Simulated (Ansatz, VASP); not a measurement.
**InSb: VASP beside Ansatz**

```xyz
2
Lattice="3.0251 0.0000 0.0000 0.0000 3.0251 0.0000 0.0000 0.0000 6.4431" Properties=species:S:1:pos:R:3 pbc="T T T"
In    0.0000    0.0000    0.0000
Sb    0.0000    0.0000    3.2215
```

Alike in both runs: task single point; functional LDA; k mesh 16 × 16 × 8; occupations gaussian, width 0.15 eV; no spin polarisation.

|  | VASP | Ansatz |
| --- | --- | --- |
| version | VASP 6.6.1 | Ansatz 0.2.0 |
| potentials or method | VASP PAW LDA potentials, release 64 (In_d, Sb), cutoff 520 eV | scalar-relativistic, plane waves, PAW |
| valence electrons in the cell | 18 | 28 |

```tsv
	VASP	Ansatz	Ansatz less VASP
gap on the k mesh at the Fermi level (eV)	none	none	-
pressure (GPa)	-3.1	-3.1	-0.07
traceless stress, the component that is largest in VASP (GPa)	-2.96	-2.91	+0.053
```

Ansatz warns that its potentials were made for another functional, while VASP's fit it. LDA's correlation is that of Perdew and Zunger in VASP and of Perdew and Wang (1992) in Ansatz. A gap of «none» marks a metal or a gap that the smearing closes. VASP's potentials hold 18 valence electrons a cell and Ansatz's 28, so a difference there can come from the potentials and not from the codes.

Spin-orbit coupling is off throughout.
